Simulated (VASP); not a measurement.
The system is Ni.

```
Ni
1.0
     0.00000    1.73757    1.73757
     1.73757    0.00000    1.73757
     1.73757    1.73757    0.00000
Ni
1
Direct
  0.00000 0.00000 0.00000
```

Program: VASP 6.6.1. Alike in all runs: task single point; potentials or basis VASP PAW PBE potentials, release 64 (Ni); spin collinear, ferromagnetic start; cell as given; cutoff (eV) 520.

**Question.** Order these runs on this cell by their pressure, lowest first.
A. level B3LYP; k mesh 7 × 7 × 7; smearing fermi-dirac 0.05 eV; grid for exact exchange (PRECFOCK) Normal; share of exact exchange 0.2
B. level PBEsol; k mesh 13 × 13 × 13; smearing tetrahedron
C. level PBE; k mesh 13 × 13 × 13; smearing gaussian 0.012 eV
D. level PBE0; k mesh 7 × 7 × 7; smearing fermi-dirac 0.05 eV; grid for exact exchange (PRECFOCK) Normal; share of exact exchange 0.25

**Answer.** B (-2.6 GPa), D (5.3 GPa), C (7.8 GPa), A (14.0 GPa).

Caveats: some runs use coarse meshes; the PAW data sets were made with another functional, which shifts forces and pressure a little (at least some runs); the cell stands under pressure (at least some runs); tetrahedron occupations give inexact forces and stress in metals (at least some runs).
